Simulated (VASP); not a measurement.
HfC:

```xyz
4
Lattice="3.3429 0.0000 0.0000 -1.6714 2.8950 0.0000 0.0000 0.0000 5.2027" Properties=species:S:1:pos:R:3 pbc="T T T"
Hf    0.0000    1.9300    1.3007
Hf    1.6714    0.9650    3.9020
C     0.0000    0.0000    2.6014
C     0.0000    0.0000    0.0000
```

Base run:

* Program: VASP 6.6.1
* Functional: r2SCAN
* Potentials or basis: VASP PAW PBE potentials, release 64 (Hf_pv, C)
* Cutoff: 520 eV
* k mesh: 9 × 9 × 5
* Occupations: fermi-dirac, width 0.05 eV
* Spin: no spin polarisation
* Hubbard terms: Hf d U = 1.0 eV

Its results: band gap on the k mesh zero (band 14 reaches 7.87 eV, above the bottom of band 15 at 6.49 eV); pressure -0.3 GPa.

Q: The run is repeated on the same cell with these changes: hubbard terms from Hf d U = 1.0 eV to Hf d U = 2.0 eV. What comes out?

A: Band gap on the k mesh zero (band 14 reaches 8.08 eV, above the bottom of band 15 at 6.63 eV); pressure 3.3 GPa.

Caveats: the PAW data sets were made with another functional, which shifts forces and pressure a little; spin-orbit coupling is left out, which moves the levels of the heavy elements; U without spin polarisation on a metal has little footing; the U is typed as a test and isn't derived for this compound.
